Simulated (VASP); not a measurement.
# KBr: single point with PBE-based screened hybrid with 30 % exact exchange

The system is KBr.

```
CELL_PARAMETERS angstrom
0.00000 3.68830 3.68830
3.68830 0.00000 3.68830
3.68830 3.68830 0.00000
ATOMIC_POSITIONS crystal
K 0.00000 0.00000 0.00000
Br 0.25000 0.25000 0.25000
```

```json
{
 "Program": "VASP 6.6.1",
 "Task": "single point",
 "Functional": "PBE-based screened hybrid with 30 % exact exchange",
 "Potentials or basis": "VASP PAW PBE potentials, release 64 (K_sv, Br)",
 "Cutoff": "520 eV",
 "k mesh": "4 × 4 × 4",
 "Occupations": "gaussian, width 0.01 eV",
 "Spin": "no spin polarisation",
 "Dipole correction": "no",
 "Grid for exact exchange (PRECFOCK)": "Normal",
 "Share of exact exchange": "0.3",
 "Further INCAR settings": "ALGO = Normal; EDIFF = 1e-06; NBANDS = 15",
 "Screening parameter": "0.3 1/Å"
}
```

```yaml
Pressure: 0.1 GPa
Band_gap_on_the_k_mesh: 5.34 eV (least direct gap 5.36 eV)
```

Levels at points of the mesh, in eV from the valence-band top:
```
           k point  band 5  band 6  band 7  band 8  band 9  band 10  band 11  band 12
(0.00, 0.00, 0.00)  -12.23   -0.01   -0.01   -0.01    5.34    10.03    10.03    10.92
(0.50, 0.00, 0.00)  -12.02   -0.39    0.00    0.00    7.64     8.09     9.47     9.47
(0.50, 0.50, 0.00)  -11.95   -0.44   -0.02   -0.02    7.13     8.33    10.21    10.91
```

It took 9.8 min on 1 thread of AMD EPYC 7R13 Processor (Zen 3), with other jobs on the host, peak memory 0.33 GiB.

Caveat: the PAW data sets were made with another functional, which shifts forces and pressure a little. A k mesh can miss the band edges.
